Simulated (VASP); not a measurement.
TiAs, 4 atoms in the cell. The structure is hexagonal, space group P6_3/mmc (No. 194). Conventional cell: a = 3.595 Å, b = 3.595 Å, c = 6.020 Å, α = 90.00°, β = 90.00°, γ = 120.00°. Within 3.4 Å of Ti (site symmetry -3m) lie 6 As at 2.56 Å and 2 Ti at 3.01 Å. As (site symmetry -6m2) has 6 Ti at 2.56 Å within 3.4 Å. 

| Property | Result |
| --- | --- |
| Program | VASP 6.6.1 |
| Task | single point |
| Functional | BLYP |
| Dispersion | D3(BJ) |
| Potentials or basis | VASP PAW PBE potentials, release 64 (Ti_sv, As) |
| Cutoff | 520 eV |
| k mesh | 7 × 7 × 4 |
| Occupations | fermi-dirac, width 0.1 eV |
| Spin | no spin polarisation |
| Dipole correction | no |
| Further INCAR settings | ALGO = Normal; EDIFF = 1e-06; NBANDS = 25 |

Potentials or basis: VASP PAW PBE potentials, release 64 (Ti_sv, As).

Run with:

```console
$ cat potpaw_PBE.64/Ti_sv/POTCAR potpaw_PBE.64/As/POTCAR > POTCAR
$ mpirun -np 1 vasp_std > vasp.out
```

Hardware: 1 thread of Intel Xeon 8259CL, with other jobs on the host.

How long does it take, and how much memory?

It took 90 s on 1 thread of Intel Xeon 8259CL (shared host), peak memory 0.21 GiB. Counts: scf iterations 13, k points 24.
